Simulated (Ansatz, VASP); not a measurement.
Two plane-wave programs on Mg2Si

The input INCAR:

```
SYSTEM = Mg2Si
ALGO = Normal ; EDIFF = 1E-6
ENCUT = 600 ; GGA = PE
GGA_COMPAT = .FALSE. ; ISIF = 2
ISMEAR = 0 ; LASPH = .TRUE.
LCHARG = .FALSE. ; LREAL = .FALSE.
LWAVE = .FALSE. ; NBANDS = 11
NELM = 120 ; PREC = Accurate
SIGMA = 0.01
```

Contents of KPOINTS:

```
k-points
0
G
  6 6 6
  0 0 0
```

The input POSCAR:

```
Mg2Si
1.0
    0.0000000000      3.1698179195      3.1698179195
    3.1698179195      0.0000000000      3.1698179195
    3.1698179195      3.1698179195      0.0000000000
Mg Si
2 1
Direct
    0.2500000000      0.2500000000      0.2500000000
    0.7500000000      0.7500000000      0.7500000000
    0.0000000000      0.0000000000      0.0000000000
```

Input for Ansatz:

```yaml
crystal:
  lattice:
    - [0.0, 3.1698179195, 3.1698179195]
    - [3.1698179195, 0.0, 3.1698179195]
    - [3.1698179195, 3.1698179195, 0.0]
  atoms:
    - { symbol: Mg, position: [0.25, 0.25, 0.25] }
    - { symbol: Mg, position: [0.75, 0.75, 0.75] }
    - { symbol: Si, position: [0.0, 0.0, 0.0] }
basis:
  ecutwfc: 420
kpoints:
  mp_grid: { grid: [6, 6, 6] }
hamiltonian:
  xc: pbe
scf:
  occupations: { method: fixed }
output:
  forces: true
  stress: true
  eigenvalues: true
```

Alike in both runs: task single point; functional PBE; k mesh 6 × 6 × 6; no spin polarisation.

|  | VASP | Ansatz |
| --- | --- | --- |
| version | VASP 6.6.1 | Ansatz 0.2.0 |
| potentials or method | VASP PAW PBE potentials, release 64 (Mg, Si), cutoff 600 eV | scalar-relativistic, plane waves, PAW |
| occupations | gaussian, width 0.01 eV | fixed |
| valence electrons in the cell | 8 | 24 |

|  | VASP | Ansatz | Ansatz less VASP |
| --- | --- | --- | --- |
| gap on the k mesh at the Fermi level (eV) | 0.19 | 0.20 | +0.002 |
| least direct gap on the mesh (eV) | 1.91 | 1.91 | +0.002 |
| pressure (GPa) | 0.5 | 0.6 | +0.13 |

VASP's potentials hold 8 valence electrons a cell and Ansatz's 24, so a difference there can come from the potentials and not from the codes.
